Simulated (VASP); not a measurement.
Here is a VASP 6.6.1 calculation.

File INCAR:

```
  ALGO = Normal
  EDIFF = 1E-6
  EDIFFG = -0.001
  ENCUT = 600
  GGA = CA
  IBRION = 2
  ISIF = 3
  ISMEAR = -1
  LASPH = T
  LCHARG = F
  LREAL = F
  LWAVE = F
  NELM = 100
  NSW = 80
  PREC = Accurate
  SIGMA = 0.15
```

KPOINTS

```
k-points
0
Gamma
  18 18 18
```

The input POSCAR:

```
TiN
1.0
    0.0000000000      2.0857264481      2.0857264481
    2.0857264481      0.0000000000      2.0857264481
    2.0857264481      2.0857264481      0.0000000000
Ti N
1 1
Direct
    0.0000000000      0.0000000000      0.0000000000
    0.5000000000      0.5000000000      0.5000000000
```

Potentials or basis: VASP PAW LDA potentials, release 64 (Ti_sv, N).

Launch:

```console
$ cat potpaw_LDA.64/Ti_sv/POTCAR potpaw_LDA.64/N/POTCAR > POTCAR
$ mpirun -np 1 vasp_std > vasp.out
```

Q: Estimate the relaxed volume.

A: 9.11 Å³/atom.

Q: Predict the space group after relaxing (to 0.05 Å).

A: Fm-3m (No. 225).

Q: Estimate the relaxed cell.

A: a = 2.954 Å, b = 2.954 Å, c = 2.954 Å, α = 60.00°, β = 60.00°, γ = 60.00°.

Final structure:
```
CELL_PARAMETERS angstrom
0.00000 2.08864 2.08864
2.08864 0.00000 2.08864
2.08864 2.08864 0.00000
ATOMIC_POSITIONS crystal
Ti 0.00000 0.00000 0.00000
N 0.50000 0.50000 0.50000
```
